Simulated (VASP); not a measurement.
Crystal: Si.

```
Si
1.0
    -3.34558    3.34558    1.93042
     3.34558   -3.34558    1.93042
     3.34558    3.34558   -1.93042
Si
4
Cartesian
  1.1951 1.1951 0.0000
  2.1505 2.1505 1.9304
  2.1505 -2.1505 1.9304
  -2.1505 2.1505 1.9304
```

Base run:

| Quantity | Value |
| --- | --- |
| Program | VASP 6.6.1 |
| Functional | PBE |
| Potentials or basis | VASP PAW PBE potentials, release 64 (Si) |
| Cutoff | 520 eV |
| k mesh | 12 × 12 × 12 |
| Occupations | gaussian, width 0.05 eV |
| Spin | no spin polarisation |

Its results: band gap on the k mesh 0.26 eV (least direct gap 0.44 eV); pressure -0.1 GPa.

Question: The run is repeated on the same cell with these changes: k mesh from 12 × 12 × 12 to 10 × 10 × 10. What comes out?

Answer: Band gap on the k mesh 0.41 eV (least direct gap 0.44 eV); pressure -0.1 GPa.

A k mesh can miss the band edges.
